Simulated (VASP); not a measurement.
# Cl (Cmce) in VASP: settings compared, part 3 of 3

VASP 6.6.1. The steps go on from the part before.

## Step 6: Single point, PBEsol

This run uses another cell than the first one, of 18.18 Å³/atom.

INCAR reads:

```
SYSTEM = Cl
PREC     = Accurate       ! precision mode
ENCUT    = 520            ! plane-wave cutoff, eV
EDIFF    = 1E-6           ! SCF threshold, eV
ISMEAR   = -1             ! smearing method
SIGMA    = 0.05           ! smearing width, eV
LREAL    = .False.        ! projectors in reciprocal space
LASPH    = .True.         ! aspherical terms in the spheres
NELM     = 100            ! most SCF steps
ALGO     = Normal         ! electronic algorithm
ISIF     = 2              ! what is computed and relaxed
LWAVE    = .False.        ! write WAVECAR
LCHARG   = .False.        ! write CHGCAR
GGA      = PS             ! functional
NBANDS   = 22             ! bands
```

KPOINTS reads:

```
regular mesh
0
Gamma
  7 7 4
  0 0 0
```

POSCAR reads:

```
Cl
1.0
    2.7464517747     -1.7572143112      0.0000000000
    2.7464517747      1.7572143112      0.0000000000
    0.0000000000      0.0000000000      7.5342329546
Cl
4
Direct
    0.3491464312      0.6508535688      0.3841661287
    0.1508535688      0.8491464312      0.8841661287
    0.6508535688      0.3491464312      0.6158338713
    0.8491464312      0.1508535688      0.1158338713
```

Potentials or basis: VASP PAW PBE potentials, release 64 (Cl).

Run with:

```bash
cat potpaw_PBE.64/Cl/POTCAR > POTCAR
mpirun -np 1 vasp_std > vasp.out
```

OUTCAR:

```text
SYSTEM = Cl
   PREC = Accurate
   ENCUT = 520
   EDIFF = 1E-6
   ISMEAR = -1
   LREAL = .False.
   LASPH = .True.
   NELM = 100
   ISIF = 2
   GGA = PS

 ion  position               nearest neighbor table
   1  0.349  0.651  0.384-   3 2.04
   2  0.151  0.849  0.884-   4 2.04
   3  0.651  0.349  0.616-   1 2.04
   4  0.849  0.151  0.116-   2 2.04

  LATTYP: Found a base centered orthorhombic cell.
 ALAT       =     3.5144286224
 B/A-ratio  =     1.5629577777
 C/A-ratio  =     2.1438002487

  Lattice vectors:

 A1 = (  -2.7464517747,  -1.7572143112,   0.0000000000)
 A2 = (   2.7464517747,  -1.7572143112,   0.0000000000)
 A3 = (   0.0000000000,   0.0000000000,   7.5342329546)

Analysis of symmetry for initial positions (statically):
=====================================================================
 Subroutine PRICEL returns:
 Original cell was already a primitive cell.

 Routine SETGRP: Setting up the symmetry group for a
 base centered orthorhombic supercell.

 Subroutine GETGRP returns: Found  8 space group operations
 (whereof  4 operations were pure point group operations)
 out of a pool of  8 trial point group operations.

The static configuration has the point symmetry C_2h.
 The point group associated with its full space group is D_2h.

Analysis of symmetry for dynamics (positions and initial velocities):
=====================================================================
 Subroutine PRICEL returns:
 Original cell was already a primitive cell.

 Routine SETGRP: Setting up the symmetry group for a
 base centered orthorhombic supercell.

 Subroutine GETGRP returns: Found  8 space group operations
 (whereof  4 operations were pure point group operations)
 out of a pool of  8 trial point group operations.

The dynamic configuration has the point symmetry C_2h.
 The point group associated with its full space group is D_2h.

[... 118 lines left out ...]
   EFERMI_NEDOS =   21; number of points for ismear=-14 and -15
   IALGO  =     38    algorithm
   IMIX   =      4    mixing-type and parameters
     AMIX     =   0.40;   BMIX     =  1.00
     AMIX_MAG =   1.60;   BMIX_MAG =  1.00
  volume/ion in A,a.u.               =      18.18       122.69
  Fermi-wavevector in a.u.,A,eV,Ry     =   1.190983  2.250632 19.299057  1.418441
  Thomas-Fermi vector in A             =   2.327055
   LORBIT       =      0    0 simple, 1 ext, 2 COOP (PROOUT), +10 PAW based schemes
   GGA     = PS    functional components
   LHFCALC =     F    Hartree Fock is set to
   AEXX    =    0.0000 exact exchange contribution
   IVDW    =     0    specifies the selected vdW correction
   LEPSILON=     F    determine dielectric tensor
   LRPA    =     F    only Hartree local field effects (RPA)
 non-spin polarized calculation
  energy-cutoff  :      520.00
  volume of cell :       72.72
 maximum number of plane-waves:      1990
   NGX = 13   NGY = 13   NGZ = 29

 number of electron      28.0000000 magnetization

 Free energy of the ion-electron system (eV)
  ---------------------------------------------------
  ext. energy  EPLUGINS =         0.00000000
  ---------------------------------------------------
  free energy    TOTEN  =        -7.42561517 eV

  energy without entropy =       -7.42561517  energy(sigma->0) =       -7.42561517

 E-fermi :   4.8906     XC(G=0): -10.3421

 val. band max:        4.0084275990   @ k =   0.0000   0.0000   0.0000
 cond. band min:       5.8145754410   @ k =   0.4286   0.4286   0.2500
 fundamental gap:      1.8061478419
 Fermi energy:         4.8906182704

 k-point     1 :       0.0000    0.0000    0.0000
  band No.  band energies     occupation
      1     -14.1179      2.00000
      2     -13.1182      2.00000
      3     -10.7394      2.00000
      4      -8.1982      2.00000
      5      -3.0885      2.00000
      6      -0.2162      2.00000
[... 589 lines left out ...]
     21      15.4844      0.00000
     22      16.2008      0.00000

 [... further k-points ...]

------------------------ aborting loop because EDIFF is reached ----------------------------------------

  FORCE on cell =-STRESS in cart. coord.  units (eV):
  Direction    XX          YY          ZZ          XY          YZ          ZX
  --------------------------------------------------------------------------------------
  -------------------------------------------------------------------------------------
  Total        4.4686023      4.4206605      4.1917014      0.0000000      0.0000000      0.0000000
  in kB       98.4501845     97.3939539     92.3496317      0.0000000      0.0000000      0.0000000
  external PRESSURE =      96.0645900 kB  Pullay stress =       0.0000000 kB

 VOLUME and BASIS-vectors are now :
 -----------------------------------------------------------------------------
  energy-cutoff  :      520.00
  volume of cell :       72.72
      direct lattice vectors                 reciprocal lattice vectors
     2.746451775 -1.757214311  0.000000000     0.182053078 -0.284541275  0.000000000
     2.746451775  1.757214311  0.000000000     0.182053078  0.284541275  0.000000000
     0.000000000  0.000000000  7.534232955     0.000000000  0.000000000  0.132727513

 POSITION                                       TOTAL-FORCE (eV/Angst)
 -----------------------------------------------------------------------------------
      2.74645      0.53016      2.89440         0.000000     -0.067896      0.116909
      2.74645      1.22705      6.66151         0.000000      0.067896      0.116909
      2.74645     -0.53016      4.63984         0.000000      0.067896     -0.116909
      2.74645     -1.22705      0.87272         0.000000     -0.067896     -0.116909
 -----------------------------------------------------------------------------------
    total drift:                               -0.000000     -0.000000     -0.000000

  FREE ENERGIE OF THE ION-ELECTRON SYSTEM (eV)
  ---------------------------------------------------
  free  energy   TOTEN  =        -7.4256151746 eV

  energy  without entropy=       -7.4256151729  energy(sigma->0) =       -7.42561517
```

stdout:

```text
POSCAR found type information on POSCAR Cl
 POSCAR found :  1 types and       4 ions
 scaLAPACK will be used
 -----------------------------------------------------------------------------
|                                                                             |
|                                                                             |
|     You enforced a specific xc type in the INCAR file but a different       |
|     I HOPE YOU KNOW WHAT YOU ARE DOING!                                     |
|                                                                             |
 -----------------------------------------------------------------------------

 LDA part: xc-table for (Slater+PW92), standard interpolation
 POSCAR, INCAR and KPOINTS ok, starting setup
 FFT: planning ... GRIDC
 FFT: planning ... GRID_SOFT
 FFT: planning ... GRID
 WAVECAR not read
 entering main loop
```

Wall time 24 s (1 thread of Intel Xeon 6975P-C (Granite Rapids), shared host); peak memory 0.19 GiB.

What came out:

* Free energy: -7.4256 eV
* Pressure: 9.6 GPa
* Largest force: 0.135 eV/Å
* Band gap on the k mesh: 1.81 eV (least direct gap 2.02 eV)

Forces in eV/Å, atoms in the order of the input:
```
Cl   0.000 -0.068  0.117
Cl   0.000  0.068  0.117
Cl   0.000  0.068 -0.117
Cl   0.000 -0.068 -0.117
```

Caveat: the cell stands under pressure; this functional lacks dispersion, which holds the molecules together, so the pressure and a relaxed volume are unreliable; the PAW data sets were made with another functional, which shifts forces and pressure a little. A k mesh can miss the band edges.

## Step 7: The runs side by side

```csv
task,level,cell,k mesh,cutoff (eV),grid for exact exchange (PRECFOCK),share of exact exchange,screening parameter,gap on the mesh (eV),pressure (GPa),largest force (eV/Å)
relaxation of cell and atoms,PBE,"relaxed from a = 3.867, b = 3.867, c = 8.210 Å, angles 90.0, 90.0, 71.2°, 4 atoms, atomic positions A",7 × 7 × 4,600,-,-,-,2.42,0.0,0.01
single point,PBE-based screened hybrid with 25 % exact exchange,"a = 3.867, b = 3.867, c = 8.210 Å, angles 90.0, 90.0, 71.2°, 4 atoms, atomic positions A",4 × 4 × 2,520,Normal,0.25,0.20787 1/Å,4.15,-0.9,0.84
single point,PBEsol,"a = 2.994, b = 2.994, c = 7.230 Å, angles 90.0, 90.0, 66.4°, 4 atoms, atomic positions B",7 × 7 × 4,520,-,-,-,1.49,29.5,0.13
single point,PBEsol,"a = 3.096, b = 3.096, c = 7.353 Å, angles 90.0, 90.0, 66.0°, 4 atoms, atomic positions C",7 × 7 × 4,520,-,-,-,1.63,19.6,0.13
single point,PBEsol,"a = 3.260, b = 3.260, c = 7.534 Å, angles 90.0, 90.0, 65.2°, 4 atoms, atomic positions D",7 × 7 × 4,520,-,-,-,1.81,9.6,0.14
```

Alike in all rows: potentials or basis VASP PAW PBE potentials, release 64 (Cl); no spin polarisation; smearing fermi-dirac 0.05 eV.

Caveats: some runs use coarse meshes; this functional lacks dispersion, which holds the molecules together, so the pressure and a relaxed volume are unreliable (at least some runs); the PAW data sets were made with another functional, which shifts forces and pressure a little (at least some runs); the cell stands under pressure (at least some runs); the volume moved by over 15 % at a fixed basis, so the end points are rough (at least some runs).

Total energies depend on the potentials used, so only differences within one code and one set of settings carry meaning.
